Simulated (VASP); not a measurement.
Write the native input for VASP 6.6.1 that does the following.

* Task: single point
* Functional: r2SCAN
* Potentials or basis: VASP PAW PBE potentials, release 64 (W_sv, C)
* Cutoff: 520 eV
* k mesh: 11 × 11 × 11
* Occupations: fermi-dirac, width 0.1 eV
* Spin: no spin polarisation
* Dipole correction: no
* Further INCAR settings: ALGO = Normal; EDIFF = 1e-06; NBANDS = 16

WC:

```
W C
1.0
     0.00000    2.15551    2.15551
     2.15551    0.00000    2.15551
     2.15551    2.15551    0.00000
W C
1 1
Direct
  0.00000 0.00000 0.00000
  0.50000 0.50000 0.50000
```

These files were run (other wordings do the same):

POSCAR

```
WC
1.0
    0.0000000000      2.1555126834      2.1555126834
    2.1555126834      0.0000000000      2.1555126834
    2.1555126834      2.1555126834      0.0000000000
W C
1 1
Direct
    0.0000000000      0.0000000000      0.0000000000
    0.5000000000      0.5000000000      0.5000000000
```

INCAR.step1

```
SYSTEM = WC
PREC = Accurate ; ENCUT = 520
ISMEAR = -1 ; SIGMA = 0.1
LREAL = .FALSE. ; LASPH = .TRUE.
NELM = 80 ; NBANDS = 16
GGA = PE ; ALGO = Normal
EDIFF = 1E-4 ; LWAVE = .TRUE.
LCHARG = .FALSE.
```

INCAR.step2

```
SYSTEM = WC
PREC = Accurate ; ENCUT = 520
EDIFF = 1E-6 ; ISMEAR = -1
SIGMA = 0.1 ; LREAL = .FALSE.
LASPH = .TRUE. ; NELM = 80
ALGO = Normal ; ISIF = 2
LWAVE = .FALSE. ; LCHARG = .TRUE.
METAGGA = R2SCAN ; LMIXTAU = .TRUE.
LELF = .TRUE. ; LVHAR = .TRUE.
NBANDS = 16 ; ISTART = 1
```

KPOINTS

```
regular mesh
0
G
  11 11 11
  0 0 0
```

Potentials or basis: VASP PAW PBE potentials, release 64 (W_sv, C).

Command:

```sh
$ cat potpaw_PBE.64/W_sv/POTCAR potpaw_PBE.64/C/POTCAR > POTCAR
$ cp INCAR.step1 INCAR
$ mpirun -np 1 vasp_std > vasp.out
$ cp INCAR.step2 INCAR
$ mpirun -np 1 vasp_std > vasp.out
```

Results of the run:

| Item | Value |
| --- | --- |
| Pressure | 17.6 GPa |
| Band gap on the k mesh | zero (band 9 reaches 14.29 eV, above the bottom of band 10 at 10.82 eV) |

Caveat: the PAW data sets were made with another functional, which shifts forces and pressure a little; spin-orbit coupling is left out, which moves the levels of the heavy elements.

It took 23 s on 1 thread of Intel(R) Xeon(R) 6975P-C (Granite Rapids) (shared host), peak memory 0.15 GiB.
